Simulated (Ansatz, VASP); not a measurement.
# Zr4H in VASP and in Ansatz

Contents of INCAR:

```
PREC = Accurate
ENCUT = 520
EDIFF = 1E-6
ISMEAR = 0
SIGMA = 0.1
LREAL = False
LASPH = True
NELM = 150
ALGO = Normal
ISIF = 2
LWAVE = False
LCHARG = True
ISPIN = 2
MAGMOM = 1 1 1 1 0
LORBIT = 11
LMAXMIX = 4
GGA = PE
LELF = True
LVHAR = True
NBANDS = 36
```

KPOINTS

```
regular mesh
0
Gamma
  4 4 4
```

File POSCAR:

```
Zr4H
1.0
    4.5428500465      0.0000000000      0.0000000000
    0.0000000000      4.5428500465      0.0000000000
    0.0000000000      0.0000000000      4.5428500465
Zr H
4 1
Direct
    0.0000000000      0.5000000000      0.5000000000
    0.5000000000      0.5000000000      0.0000000000
    0.5000000000      0.0000000000      0.5000000000
    0.0000000000      0.0000000000      0.0000000000
    0.5000000000      0.5000000000      0.5000000000
```

Input for Ansatz:

```yaml
crystal:
  lattice:
    - [4.5428500465, 0.0, 0.0]
    - [0.0, 4.5428500465, 0.0]
    - [0.0, 0.0, 4.5428500465]
  atoms:
    - { symbol: Zr, position: [0.0, 0.5, 0.5], spin: 1.0 }
    - { symbol: Zr, position: [0.5, 0.5, 0.0], spin: 1.0 }
    - { symbol: Zr, position: [0.5, 0.0, 0.5], spin: 1.0 }
    - { symbol: Zr, position: [0.0, 0.0, 0.0], spin: 1.0 }
    - { symbol: H, position: [0.5, 0.5, 0.5] }
basis:
  ecutwfc: 420
kpoints:
  mp_grid: { grid: [4, 4, 4] }
hamiltonian:
  xc: pbe
scf:
  occupations: { method: gaussian, width: 0.1 }
  lower_state_search: "off"
output:
  forces: true
  stress: true
  eigenvalues: true
  populations: true
magnetization:
  spin_polarized: true
```

Change from the starting cell: species swapped into the Fe4N type (Pm-3m, No. 221).

Alike in both runs: task single point; functional PBE; k mesh 4 × 4 × 4; occupations gaussian, width 0.1 eV; collinear spin.

|  | VASP | Ansatz |
| --- | --- | --- |
| version | VASP 6.6.1 | Ansatz 0.2.0 |
| potentials or method | VASP PAW PBE potentials, release 64 (Zr_sv, H), cutoff 520 eV | scalar-relativistic, plane waves, PAW |
| valence electrons in the cell | 49 | 49 |

|  | VASP | Ansatz | Ansatz less VASP |
| --- | --- | --- | --- |
| gap on the k mesh at the Fermi level (eV) | none | none | - |
| pressure (GPa) | 0.1 | 0.1 | -0.01 |
| net moment per atom (μB) | 0.00 | 0.00 | 0.000 |

A gap of «none» marks a metal or a gap that the smearing closes. With one functional, cell and mesh, what is left measures potentials, basis and numerics. Ansatz's warnings: seeded moment not kept.
